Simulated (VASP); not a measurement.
Here is a VASP 6.6.1 calculation.

INCAR

```
PREC = Accurate
ENCUT = 520
EDIFF = 1E-7
ISMEAR = 0
SIGMA = 0.05
LREAL = Auto
LASPH = True
NELM = 100
ALGO = Normal
ISIF = 2
LWAVE = False
LCHARG = True
GGA = PS
LELF = True
LVHAR = True
NBANDS = 92
```

Contents of KPOINTS:

```
Automatic mesh
0
Gamma
  3 3 1
```

File POSCAR:

```
Ba3Ti3CO9F4
1.0
    5.6433910000      0.0000000000      0.0000000000
   -2.8216950000      4.9139330000      0.0000000000
    0.0000000000      0.0000000000     18.9026330000
Ba Ti O C F
3 3 9 1 4
Direct
    0.0000000000      0.0000000000      0.0529026829
    0.6604487544      0.3209292841      0.1865408380
    0.3253565238      0.6519358323      0.3264646253
    0.3250601335      0.6501203822      0.1166970760
    0.9943267699      0.9889965940      0.2479633922
    0.6558520416      0.3127600641      0.3767005369
    0.1586705280      0.3171107543      0.1525953025
    0.1587316868      0.8232012931      0.1482514103
    0.6644544608      0.8235285259      0.1482929389
    0.8275150847      0.6558129710      0.2837973948
    0.8252949635      0.1518956404      0.2856259760
    0.3264157933      0.1517236804      0.2856339114
    0.4978928173     -0.0034440844      0.4201807759
    0.4981650675      0.4762028705      0.4191705991
    0.9769903827      0.4767991342      0.4191682714
    0.5114733731      0.2225730387      0.6273258334
    0.7148544892      0.4517151536      0.6022719163
    0.2783014135      0.1692222910      0.5977176830
    0.5593502126      0.0190016836      0.6165390821
    0.4932162916      0.2503996290      0.6979944011
```

Potentials or basis: VASP PAW PBE potentials, release 64 (Ba_sv, Ti_sv, O, C, F).

Run with:

```sh
$ cat potpaw_PBE.64/Ba_sv/POTCAR potpaw_PBE.64/Ti_sv/POTCAR potpaw_PBE.64/O/POTCAR potpaw_PBE.64/C/POTCAR potpaw_PBE.64/F/POTCAR > POTCAR
$ mpirun -np 1 vasp_std > vasp.out
```

Problem. Predict the largest force.

Solution. 1.985 eV/Å.

Problem. Estimate the band gap on the k mesh.

Solution. 0.04 eV (least direct gap 0.16 eV).

Forces on the atoms (eV/Å):
```
Ba  -0.002 -0.175 -1.977
Ba  -0.004 -0.004 -0.421
Ba   0.009  0.011 -0.437
Ti   0.004  0.187  1.302
Ti   0.004 -0.011 -0.126
Ti   0.002  0.006 -0.148
O   -0.002  0.072  0.198
O    0.067 -0.040  0.192
O   -0.069 -0.041  0.188
O    0.002  0.044  0.196
O    0.021 -0.013  0.184
O   -0.030 -0.018  0.178
O   -0.001  0.059  0.229
O    0.060 -0.035  0.223
O   -0.059 -0.035  0.221
C    0.013 -0.012  0.020
F    0.181  0.407 -0.166
F   -0.433 -0.094 -0.195
F    0.293 -0.348 -0.063
F   -0.056  0.043  0.400
```

Caveat: the k points lie up to 0.43 Å⁻¹ apart; there is no dipole correction, which matters where the two faces differ; the PAW data sets were made with another functional, which shifts forces and pressure a little; spin-orbit coupling is left out, which moves the levels of the heavy elements.
